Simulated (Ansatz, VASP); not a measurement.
**One calculation of SrHg3O4, two programs**

The input INCAR:

```
ALGO = Normal ; EDIFF = 1E-7
ENCUT = 520 ; GGA = PE
ISIF = 2 ; ISMEAR = 0
LASPH = T ; LCHARG = F
LREAL = F ; LWAVE = F
NBANDS = 45 ; NELM = 80
PREC = Accurate ; SIGMA = 0.1
```

Contents of KPOINTS:

```
k-points
0
Gamma
  8 8 8
```

File POSCAR:

```
SrHg3O4
1.0
    4.9407239531      0.0000000000      0.0000000000
    0.0000000000      4.9407239531      0.0000000000
    0.0000000000      0.0000000000      4.9407239531
Sr Hg O
1 3 4
Direct
    0.0000000000      0.0000000000      0.0000000000
    0.0000000000      0.5000000000      0.5000000000
    0.5000000000      0.0000000000      0.5000000000
    0.5000000000      0.5000000000      0.0000000000
    0.5000000000      0.0000000000      0.0000000000
    0.5000000000      0.5000000000      0.5000000000
    0.0000000000      0.0000000000      0.5000000000
    0.0000000000      0.5000000000      0.0000000000
```

Input for Ansatz:

```yaml
crystal:
  lattice:
    - [4.9407239531, 0.0, 0.0]
    - [0.0, 4.9407239531, 0.0]
    - [0.0, 0.0, 4.9407239531]
  atoms:
    - { symbol: Sr, position: [0.0, 0.0, 0.0] }
    - { symbol: Hg, position: [0.0, 0.5, 0.5] }
    - { symbol: Hg, position: [0.5, 0.0, 0.5] }
    - { symbol: Hg, position: [0.5, 0.5, 0.0] }
    - { symbol: O, position: [0.5, 0.0, 0.0] }
    - { symbol: O, position: [0.5, 0.5, 0.5] }
    - { symbol: O, position: [0.0, 0.0, 0.5] }
    - { symbol: O, position: [0.0, 0.5, 0.0] }
basis:
  ecutwfc: 420
kpoints:
  mp_grid: { grid: [8, 8, 8] }
hamiltonian:
  xc: pbe
scf:
  occupations: { method: gaussian, width: 0.1 }
output:
  forces: true
  stress: true
  eigenvalues: true
```

Alike in both runs: task single point; functional PBE; k mesh 8 × 8 × 8; occupations gaussian, width 0.1 eV; no spin polarisation.

|  | VASP | Ansatz |
| --- | --- | --- |
| version | VASP 6.6.1 | Ansatz 0.2.0 |
| potentials or method | VASP PAW PBE potentials, release 64 (Sr_sv, Hg, O), cutoff 520 eV | scalar-relativistic, plane waves, PAW |
| valence electrons in the cell | 70 | 94 |

|  | VASP | Ansatz | Ansatz less VASP |
| --- | --- | --- | --- |
| gap on the k mesh at the Fermi level (eV) | none | none | - |
| pressure (GPa) | 4.1 | 3.2 | -0.89 |

A gap of «none» marks a metal or a gap that the smearing closes. VASP's potentials hold 70 valence electrons a cell and Ansatz's 94, so a difference there can come from the potentials and not from the codes.

Spin-orbit coupling is off throughout.
